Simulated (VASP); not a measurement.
Set up this calculation in VASP 6.6.1, as the native input.

* Task: relaxation of cell and atoms
* Functional: PBEsol
* Potentials or basis: VASP PAW PBE potentials, release 64 (P, N, Mg)
* Cutoff: 600 eV
* k mesh: 6 × 6 × 6
* Occupations: fermi-dirac, width 0.03 eV
* Spin: no spin polarisation
* Dipole correction: no
* Further INCAR settings: ALGO = Normal; EDIFF = 1e-06; IBRION = 2; EDIFFG = -0.01; NSW = 100; ISIF = 3

The structure of Mg3PN lies in POSCAR:

```
Mg3PN
1.0
    4.0774939400      0.0000000000      0.0000000000
    0.0000000000      4.0774939400      0.0000000000
    0.0000000000      0.0000000000      4.0774939400
P N Mg
1 1 3
Direct
    0.0000000000      0.0000000000      0.0000000000
    0.5000000000      0.5000000000      0.5000000000
    0.5000000000      0.5000000000      0.0000000000
    0.5000000000      0.0000000000      0.5000000000
    0.0000000000      0.5000000000      0.5000000000
```

These files were run (other wordings do the same):

INCAR

```
SYSTEM = Mg3PN
PREC = Accurate
ENCUT = 600
EDIFF = 1E-6
ISMEAR = -1
SIGMA = 0.03
LREAL = .FALSE.
LASPH = .TRUE.
NELM = 60
ALGO = Normal
ISIF = 3
LWAVE = .FALSE.
LCHARG = .FALSE.
GGA = PS
IBRION = 2
NSW = 100
EDIFFG = -0.01
```

KPOINTS

```
regular mesh
0
G
  6 6 6
  0 0 0
```

Potentials or basis: VASP PAW PBE potentials, release 64 (P, N, Mg).

Command:

```sh
$ cat potpaw_PBE.64/P/POTCAR potpaw_PBE.64/N/POTCAR potpaw_PBE.64/Mg/POTCAR > POTCAR
$ mpirun -np 1 vasp_std > vasp.out
```

It gave:

The relaxed volume is 14.29 Å³/atom, the relaxed cell is a = 4.150 Å, b = 4.150 Å, c = 4.150 Å, α = 90.00°, β = 90.00°, γ = 90.00° and the space group after relaxing (to 0.05 Å) is Pm-3m (No. 221). The energy gained by relaxing is 12.5 meV/atom. The ionic steps are 3. The pressure after relaxing is 0.0 GPa and the band gap on the k mesh is 1.70 eV, direct.

Caveat: the PAW data sets were made with another functional, which shifts forces and pressure a little.

Run time: 27 s on 1 thread of AMD EPYC 9R45 96-Core Processor (Zen 5), on a shared host, peak memory 0.19 GiB.
